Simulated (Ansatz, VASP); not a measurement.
**Two plane-wave programs on ZnS**

```
CELL_PARAMETERS angstrom
3.81100 0.00000 0.00000
-1.90550 3.30042 0.00000
0.00000 0.00000 6.23400
ATOMIC_POSITIONS crystal
Zn 0.32649 0.66028 0.00369
Zn 0.66766 0.33534 0.50146
S 0.33791 0.68280 0.37587
S 0.67403 0.32613 0.88363
```

Alike in both runs: task single point; functional r2SCAN; k mesh 2 × 2 × 1; occupations gaussian, width 0.1 eV; no spin polarisation.

```csv
,VASP,Ansatz
version,VASP 6.6.1,Ansatz 0.2.0
potentials or method,"VASP PAW PBE potentials, release 64 (Zn, S), cutoff 550 eV","plane waves, PAW"
valence electrons in the cell,36,36
```

Ansatz gave:

| Item | Value |
| --- | --- |
| gap on the k mesh at the Fermi level (eV) | 2.73 |
| rms of the force components (eV/Å) | 0.264 |

Task: Estimate VASP's values.

Result: gap on the k mesh at the Fermi level (eV): 2.74; rms of the force components (eV/Å): 0.265.

VASP's potentials were made for PBE, not for r2SCAN. Atom by atom the forces differ by 0.004 eV/Å (rms over components). With one functional, cell and mesh, what is left measures potentials, basis and numerics.

The k mesh is coarse, so the values compare programs but aren't converged.
